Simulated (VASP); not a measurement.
# ScIr (Pm-3m) in VASP: further runs

The runs below take ScIr through single point, relaxation of cell and atoms, with LDA.

Program: VASP 6.6.1. These are calculated values, not measurements. Logs are shortened: lines on timing, memory, paths and dates and some standing lists are left out, and cuts for length are marked.

### 1 The cell of the first run

It takes space group Pm-3m (No. 221, cubic). Conventional cell: a = 3.162 Å, b = 3.162 Å, c = 3.162 Å, α = 90.00°, β = 90.00°, γ = 90.00°. Sc (site symmetry m-3m) has 8 Ir at 2.74 Å and 6 Sc at 3.16 Å within 3.6 Å. Ir (site symmetry m-3m) has 8 Sc at 2.74 Å and 6 Ir at 3.16 Å within 3.6 Å.

### 2 Single point, LDA

File INCAR:

```
SYSTEM = ScIr
ALGO = Normal
EDIFF = 1E-7
ENCUT = 520
ISIF = 2
ISMEAR = 0
LASPH = .True.
LCHARG = .False.
LREAL = .False.
LWAVE = .False.
NBANDS = 17
NELM = 100
PREC = Accurate
SIGMA = 0.1
```

File KPOINTS:

```
k-points
0
Gamma
  14 14 14
  0 0 0
```

File POSCAR:

```
ScIr
1.0
    3.1615922841      0.0000000000      0.0000000000
    0.0000000000      3.1615922841      0.0000000000
    0.0000000000      0.0000000000      3.1615922841
Sc Ir
1 1
Direct
    0.5000000000      0.5000000000      0.5000000000
    0.0000000000      0.0000000000      0.0000000000
```

Potentials or basis: VASP PAW LDA potentials, release 64 (Sc_sv, Ir).

Command:

```
$ cat potpaw_LDA.64/Sc_sv/POTCAR potpaw_LDA.64/Ir/POTCAR > POTCAR
$ mpirun -np 1 vasp_std > vasp.out
```

OUTCAR:

```text
SYSTEM = ScIr
   EDIFF = 1E-7
   ENCUT = 520
   ISIF = 2
   ISMEAR = 0
   LASPH = .True.
   LREAL = .False.
   NELM = 100
   PREC = Accurate

 ion  position               nearest neighbor table
   1  0.500  0.500  0.500-   2 2.74   2 2.74   2 2.74   2 2.74   2 2.74   2 2.74   2 2.74   2 2.74

   2  0.000  0.000  0.000-   1 2.74   1 2.74   1 2.74   1 2.74   1 2.74   1 2.74   1 2.74   1 2.74

  LATTYP: Found a simple cubic cell.
 ALAT       =     3.1615922841

  Lattice vectors:

 A1 = (   3.1615922841,   0.0000000000,   0.0000000000)
 A2 = (   0.0000000000,   3.1615922841,   0.0000000000)
 A3 = (   0.0000000000,   0.0000000000,   3.1615922841)

Analysis of symmetry for initial positions (statically):
=====================================================================
 Subroutine PRICEL returns:
 Original cell was already a primitive cell.

 Routine SETGRP: Setting up the symmetry group for a
 simple cubic supercell.

 Subroutine GETGRP returns: Found 48 space group operations
 (whereof 48 operations were pure point group operations)
 out of a pool of 48 trial point group operations.

The static configuration has the point symmetry O_h .

Analysis of symmetry for dynamics (positions and initial velocities):
=====================================================================
 Subroutine PRICEL returns:
 Original cell was already a primitive cell.

 Routine SETGRP: Setting up the symmetry group for a
 simple cubic supercell.

 Subroutine GETGRP returns: Found 48 space group operations
 (whereof 48 operations were pure point group operations)
 out of a pool of 48 trial point group operations.

The dynamic configuration has the point symmetry O_h .

 Subroutine INISYM returns: Found 48 space group operations
 (whereof 48 operations are pure point group operations),
 and found     1 'primitive' translations

----------------------------------------------------------------------------------------

                                     Primitive cell

  volume of cell :      31.6022

  direct lattice vectors                    reciprocal lattice vectors
     3.161592284  0.000000000  0.000000000     0.316296318  0.000000000  0.000000000
     0.000000000  3.161592284  0.000000000     0.000000000  0.316296318  0.000000000
     0.000000000  0.000000000  3.161592284     0.000000000  0.000000000  0.316296318

  length of vectors
     3.161592284  3.161592284  3.161592284     0.316296318  0.316296318  0.316296318

  position of ions in fractional coordinates (direct lattice)
     0.500000000  0.500000000  0.500000000
     0.000000000  0.000000000  0.000000000

  ion indices of the primitive-cell ions
   primitive index   ion index
                 1           1
                 2           2

----------------------------------------------------------------------------------------

 KPOINTS: k-points

Automatic generation of k-mesh.
 Grid dimensions read from file:
 generate k-points for:   14   14   14

 Generating k-lattice:

  Cartesian coordinates                     Fractional coordinates (reciprocal lattice)
     0.022592594  0.000000000  0.000000000     0.071428571  0.000000000  0.000000000
     0.000000000  0.022592594  0.000000000     0.000000000  0.071428571  0.000000000
     0.000000000  0.000000000  0.022592594     0.000000000  0.000000000  0.071428571

  Length of vectors
     0.022592594  0.022592594  0.022592594

  Shift w.r.t. Gamma in fractional coordinates (k-lattice)
     0.000000000  0.000000000  0.000000000

 Subroutine IBZKPT returns following result:
 ===========================================

 Found    120 irreducible k-points:

 Following reciprocal coordinates:
            Coordinates               Weight
  0.000000  0.000000  0.000000      1.000000
  0.071429  0.000000  0.000000      6.000000
  0.142857  0.000000  0.000000      6.000000
  0.214286  0.000000  0.000000      6.000000
  0.285714  0.000000  0.000000      6.000000
  0.357143  0.000000  0.000000      6.000000
[... 16 lines left out ...]
  0.285714  0.214286  0.000000     24.000000
  0.357143  0.214286  0.000000     24.000000
 [... further k-points ...]
   k-points           NKPTS =    120   k-points in BZ     NKDIM =    120   number of bands    NBANDS=     17
   number of dos      NEDOS =    301   number of ions     NIONS =      2
   total plane-waves  NPLWV =  13824
   dimension x,y,z NGX =    24 NGY =   24 NGZ =   24
   dimension x,y,z NGXF=    48 NGYF=   48 NGZF=   48
   ions per type =               1   1
   NGX,Y,Z   is equivalent  to a cutoff of  12.62, 12.62, 12.62 a.u.
   NGXF,Y,Z  is equivalent  to a cutoff of  25.24, 25.24, 25.24 a.u.
 SYSTEM =  ScIr
   PREC   = accura    normal or accurate (medium, high low for compatibility)
   ISTART =      0    job   : 0-new  1-cont  2-samecut
   ICHARG =      2    charge: 1-file 2-atom 10-const
   ISPIN  =      1    spin polarized calculation?
   LNONCOLLINEAR =      F non collinear calculations
   LSORBIT =      F    spin-orbit coupling
   LASPH  =      T    aspherical Exc in radial PAW
   ENCUT  =  520.0 eV  38.22 Ry    6.18 a.u.   5.88  5.88  5.88*2*pi/ulx,y,z
   NELM   =    100;   NELMIN=  2; NELMDL= -5     # of ELM steps
   EDIFF  = 0.1E-06   stopping-criterion for ELM
   LREAL  =      F    real-space projection
   EDIFFG = 0.1E-05   stopping-criterion for IOM
   NSW    =      0    number of steps for IOM
   IBRION =     -1    ionic relax: 0-MD 1-quasi-New 2-CG
   NFREE  =      0    steps in history (QN), initial steepest desc. (CG)
   ISIF   =      2    stress and relaxation
   ISYM   =      2    0-nonsym 1-usesym 2-fastsym
   POTIM  = 0.5000    time-step for ionic-motion
   TEBEG  =    0.0;   TEEND  =   0.0 temperature during run
   PSTRESS=    0.0 pullay stress
   NELECT =      20.0000    total number of electrons
   NUPDOWN=      -1.0000    fix difference up-down
   EMIN   =  10.00;   EMAX   =-10.00  energy-range for DOS
   EFERMI =   0.00;   METHOD = LEGACY
   ISMEAR =     0;   SIGMA  =   0.10  broadening in eV -4-tet -1-fermi 0-gaus
   EFERMI_NEDOS =   21; number of points for ismear=-14 and -15
   IALGO  =     38    algorithm
   IMIX   =      4    mixing-type and parameters
     AMIX     =   0.40;   BMIX     =  1.00
     AMIX_MAG =   1.60;   BMIX_MAG =  1.00
  volume/ion in A,a.u.               =      15.80       106.63
  Fermi-wavevector in a.u.,A,eV,Ry     =   1.405548  2.656100 26.879190  1.975565
  Thomas-Fermi vector in A             =   2.527998
   LORBIT       =      0    0 simple, 1 ext, 2 COOP (PROOUT), +10 PAW based schemes
   GGA     = CA    functional components
   LHFCALC =     F    Hartree Fock is set to
   AEXX    =    0.0000 exact exchange contribution
   IVDW    =     0    specifies the selected vdW correction
   LEPSILON=     F    determine dielectric tensor
   LRPA    =     F    only Hartree local field effects (RPA)
 non-spin polarized calculation
 Gauss-broadening in eV      SIGMA  =   0.10
  energy-cutoff  :      520.00
  volume of cell :       31.60
 maximum number of plane-waves:       876
 NGX is ok and might be reduce to    24
   NGX = 11   NGY = 11   NGZ = 11

 number of electron      20.0000003 magnetization

 Free energy of the ion-electron system (eV)
  ---------------------------------------------------
  ext. energy  EPLUGINS =         0.00000000
  ---------------------------------------------------
  free energy    TOTEN  =       -19.16427186 eV

  energy without entropy =      -19.15994650  energy(sigma->0) =      -19.16210918

 E-fermi :   7.6799     XC(G=0): -12.8199

 val. band max:        7.6757210647   @ k =   0.5000   0.4286   0.2857
 cond. band min:       7.7093558980   @ k =   0.5000   0.3571   0.3571
 fundamental gap:      0.0336348333
 Fermi energy:         7.6799383517

 k-point     1 :       0.0000    0.0000    0.0000
  band No.  band energies     occupation
      1     -40.8680      2.00000
      2     -19.7396      2.00000
      3     -19.7396      2.00000
      4     -19.7396      2.00000
      5      -0.5154      2.00000
      6       2.3623      2.00000
[... 9 lines left out ...]
     16      16.1574      0.00000
     17      16.1574      0.00000

 k-point     2 :       0.0714    0.0000    0.0000
  band No.  band energies     occupation
      1     -40.8660      2.00000
      2     -19.7587      2.00000
      3     -19.7390      2.00000
      4     -19.7390      2.00000
      5      -0.4081      2.00000
      6       2.4056      2.00000
[... 9 lines left out ...]
     16      15.7640      0.00000
     17      16.5472      0.00000

 k-point     3 :       0.1429    0.0000    0.0000
  band No.  band energies     occupation
      1     -40.8605      2.00000
      2     -19.8118      2.00000
      3     -19.7373      2.00000
      4     -19.7373      2.00000
      5      -0.0954      2.00000
      6       2.5324      2.00000
[... 9 lines left out ...]
     16      14.8216      0.00000
     17      17.5040      0.00000

 k-point     4 :       0.2143    0.0000    0.0000
  band No.  band energies     occupation
      1     -40.8525      2.00000
      2     -19.8876      2.00000
      3     -19.7348      2.00000
      4     -19.7348      2.00000
      5       0.3927      2.00000
      6       2.7313      2.00000
[... 9 lines left out ...]
     16      13.7494      0.00000
     17      18.7517      0.00000
[... 343 lines left out ...]
      1     -40.8387      2.00000
      2     -19.8881      2.00000
      3     -19.8538      2.00000
      4     -19.7257      2.00000
      5       1.1251      2.00000
      6       3.0805      2.00000
[... 9 lines left out ...]
     16      14.8168      0.00000
     17      16.6479      0.00000

 k-point    23 :       0.2857    0.2143    0.0000
  band No.  band energies     occupation
      1     -40.8307      2.00000
      2     -19.9508      2.00000
      3     -19.8583      2.00000
      4     -19.7204      2.00000
      5       1.5656      2.00000
      6       3.2359      2.00000
[... 9 lines left out ...]
     16      13.9861      0.00000
     17      17.1913      0.00000

 k-point    24 :       0.3571    0.2143    0.0000
  band No.  band energies     occupation
      1     -40.8236      2.00000
      2     -20.0167      2.00000
      3     -19.8519      2.00000
      4     -19.7156      2.00000
      5       1.9765      2.00000
      6       3.3582      2.00000
[... 9 lines left out ...]
     16      13.1395      0.00000
     17      18.0002      0.00000

 [... further k-points ...]
[... 5 lines left out ...]
  --------------------------------------------------------------------------------------
  -------------------------------------------------------------------------------------
  Total        0.2049749      0.2049749      0.2049749      0.0000000      0.0000000     -0.0000000
  in kB       10.3918708     10.3918708     10.3918708      0.0000000      0.0000000     -0.0000000
  external PRESSURE =      10.3918708 kB  Pullay stress =       0.0000000 kB

 VOLUME and BASIS-vectors are now :
 -----------------------------------------------------------------------------
  energy-cutoff  :      520.00
  volume of cell :       31.60
      direct lattice vectors                 reciprocal lattice vectors
     3.161592284  0.000000000  0.000000000     0.316296318  0.000000000  0.000000000
     0.000000000  3.161592284  0.000000000     0.000000000  0.316296318  0.000000000
     0.000000000  0.000000000  3.161592284     0.000000000  0.000000000  0.316296318

 POSITION                                       TOTAL-FORCE (eV/Angst)
 -----------------------------------------------------------------------------------
      1.58080      1.58080      1.58080         0.000000      0.000000      0.000000
      0.00000      0.00000      0.00000         0.000000      0.000000      0.000000
 -----------------------------------------------------------------------------------
    total drift:                                0.000000      0.000000     -0.000000

  FREE ENERGIE OF THE ION-ELECTRON SYSTEM (eV)
  ---------------------------------------------------
  free  energy   TOTEN  =       -19.1642718597 eV

  energy  without entropy=      -19.1599465003  energy(sigma->0) =      -19.16210918
```

Wall time 22 s (1 thread of Intel Xeon Platinum 8559C (Emerald Rapids), shared host); peak memory 0.19 GiB.

Results:

- Free energy: -19.1643 eV
- Pressure: 1.0 GPa
- Band gap on the k mesh: zero (band 10 reaches 8.02 eV, above the bottom of band 11 at 7.39 eV)

Caveat: spin-orbit coupling is left out, which moves the levels of the heavy elements.

### 3 Relaxation of cell and atoms, LDA

This run uses another cell than the first one, of 16.83 Å³/atom, 1.065 times its volume.

File INCAR:

```
PREC = Accurate
ENCUT = 600
EDIFF = 1E-7
ISMEAR = 0
SIGMA = 0.1
LREAL = F
LASPH = T
NELM = 100
ALGO = Normal
ISIF = 3
LWAVE = F
LCHARG = F
GGA = CA
IBRION = 2
NSW = 70
EDIFFG = -0.005
```

File KPOINTS:

```
Automatic mesh
0
Gamma
  14 14 14
```

File POSCAR:

```
ScIr
1.0
    3.2285633939      0.0000000000      0.0000000000
    0.0000000000      3.2285633939      0.0000000000
    0.0000000000      0.0000000000      3.2285633939
Sc Ir
1 1
Direct
    0.5000000000      0.5000000000      0.5000000000
    0.0000000000      0.0000000000      0.0000000000
```

Potentials or basis: VASP PAW LDA potentials, release 64 (Sc_sv, Ir).

Command:

```
$ cat potpaw_LDA.64/Sc_sv/POTCAR potpaw_LDA.64/Ir/POTCAR > POTCAR
$ mpirun -np 1 vasp_std > vasp.out
```

It took 2.7 min on 1 thread of Intel Xeon Platinum 8559C (Emerald Rapids), shared host; peak memory 0.22 GiB.

The run converged. Its results:

```yaml
Free_energy: -19.1652 eV
Relaxed_volume: 15.89 Å³/atom
Relaxed_cell: a = 3.168 Å, b = 3.168 Å, c = 3.168 Å, α = 90.00°, β = 90.00°, γ = 90.00°
Space_group_after_relaxing_to_0.05_Å: Pm-3m (No. 221)
Energy_gained_by_relaxing: 30.3 meV/atom
Ionic_steps: 7
Pressure_after_relaxing: 0.0 GPa
Band_gap_on_the_k_mesh: zero (band 10 reaches 7.95 eV, above the bottom of band 11 at 7.33 eV)
```

The path:
```
step  energy change (eV)  largest force (eV/Å)  pressure (GPa)  volume (Å³)
   1              0.0000                0.0000           -9.85        33.65
   2              0.1319                0.0000           22.93        28.86
   3             -0.0605                0.0000           -0.32        31.83
   4             -0.0606                0.0000           -0.05        31.79
   5             -0.0606                0.0000            0.17        31.75
   6             -0.0606                0.0000           -0.23        31.82
   7             -0.0606                0.0000            0.00        31.78
```

Final structure:
```
Sc Ir
1.0
     3.16751    0.00000    0.00000
     0.00000    3.16751    0.00000
     0.00000    0.00000    3.16751
Sc Ir
1 1
Direct
  0.50000 0.50000 0.50000
  0.00000 0.00000 0.00000
```

Levels at points of the mesh, in eV from the Fermi level:
| k point | band 8 | band 9 | band 10 | band 11 | band 12 | band 13 |
| --- | --- | --- | --- | --- | --- | --- |
| (0.00, 0.00, 0.00) | -1.98 | -1.98 | -1.98 | 2.22 | 2.22 | 4.44 |
| (0.50, 0.00, 0.00) | -2.41 | -2.41 | -1.35 | -0.01 | 0.43 | 1.59 |
| (0.50, 0.50, 0.00) | -3.43 | -0.34 | 0.28 | 0.91 | 0.91 | 2.79 |
| (0.50, 0.50, 0.50) | -1.22 | -1.22 | -1.22 | -0.25 | -0.25 | 4.47 |

Caveat: spin-orbit coupling is left out, which moves the levels of the heavy elements.

### 4 Single point, LDA

File INCAR:

```
SYSTEM = ScIr
PREC = Accurate
ENCUT = 500
EDIFF = 1E-6
ISMEAR = 0
SIGMA = 0.1
LREAL = .False.
LASPH = .True.
NELM = 120
ALGO = Normal
ISIF = 2
LWAVE = .False.
LCHARG = .True.
LELF = .True.
LVHAR = .True.
NBANDS = 21
GGA_COMPAT = .False.
```

File KPOINTS:

```
Automatic mesh
0
Gamma
  14 14 14
  0 0 0
```

File POSCAR:

```
ScIr
1.0
    3.1615922841      0.0000000000      0.0000000000
    0.0000000000      3.1615922841      0.0000000000
    0.0000000000      0.0000000000      3.1615922841
Sc Ir
1 1
Direct
    0.5000000000      0.5000000000      0.5000000000
    0.0000000000      0.0000000000      0.0000000000
```

Potentials or basis: VASP PAW LDA potentials, release 64 (Sc_sv, Ir_sv_GW).

Command:

```
$ cat potpaw_LDA.64/Sc_sv/POTCAR potpaw_LDA.64/Ir_sv_GW/POTCAR > POTCAR
$ mpirun -np 1 vasp_std > vasp.out
```

Run time: 19 s. Hardware: 1 thread of Intel Xeon 6975P-C (Granite Rapids), shared host; peak memory 0.2 GiB.

Results (log left out):

```
Free energy            : -19.7024 eV
Pressure               : -0.4 GPa
Band gap on the k mesh : zero (band 14 reaches 9.09 eV, above the bottom of band 15 at 8.45 eV)
```

Levels at points of the mesh, in eV from the Fermi level:
```tsv
k point	band 12	band 13	band 14	band 15	band 16	band 17
(0.00, 0.00, 0.00)	-2.00	-2.00	-2.00	2.23	2.23	4.46
(0.50, 0.00, 0.00)	-2.43	-2.43	-1.36	-0.05	0.44	1.58
(0.50, 0.50, 0.00)	-3.46	-0.34	0.29	0.92	0.92	2.80
(0.50, 0.50, 0.50)	-1.24	-1.24	-1.24	-0.26	-0.26	4.49
```

Caveat: spin-orbit coupling is left out, which moves the levels of the heavy elements.

### 5 Overview

| task | potentials or basis | cell | cutoff (eV) | second run | gap on the mesh (eV) | pressure (GPa) |
| --- | --- | --- | --- | --- | --- | --- |
| single point | VASP PAW LDA potentials, release 64 (Sc_sv, Ir) | a = 3.162 Å, 2 atoms | 520 | - | none | 1.0 |
| relaxation of cell and atoms | VASP PAW LDA potentials, release 64 (Sc_sv, Ir) | relaxed from a = 3.229 Å, 2 atoms | 600 | - | none | 0.0 |
| single point | VASP PAW LDA potentials, release 64 (Sc_sv, Ir_sv_GW) | a = 3.162 Å, 2 atoms | 500 | valence_matched | none | -0.4 |

Alike in all rows: level LDA; no spin polarisation; k mesh 14 × 14 × 14; smearing gaussian 0.1 eV.

Caveats: spin-orbit coupling is left out, which moves the levels of the heavy elements.

Absolute energies hang on the potentials; compare differences alone.
